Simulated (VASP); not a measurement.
Crystal: Au.

```
CELL_PARAMETERS angstrom
0.00000 2.00750 2.00750
2.00750 0.00000 2.00750
2.00750 2.00750 0.00000
ATOMIC_POSITIONS crystal
Au 0.00000 0.00000 0.00000
```

Base run:

| Property | Result |
| --- | --- |
| Program | VASP 6.6.1 |
| Functional | revPBE |
| Dispersion | D3(BJ) |
| Potentials or basis | VASP PAW PBE potentials, release 64 (Au) |
| Cutoff | 520 eV |
| k mesh | 11 × 11 × 11 |
| Occupations | fermi-dirac, width 0.05 eV |
| Spin | no spin polarisation |

Its results: pressure 8.8 GPa.

The run is repeated on the same cell with these changes: functional from revPBE to PBEsol; further incar settings from ALGO = Normal; EDIFF = 1e-07; NBANDS = 12 to ALGO = Normal; EDIFF = 1e-06; NBANDS = 12. What comes out?

Pressure 3.1 GPa.

Caveats: the PAW data sets were made with another functional, which shifts forces and pressure a little; pairwise dispersion overbinds metals, which lowers pressure and volume.
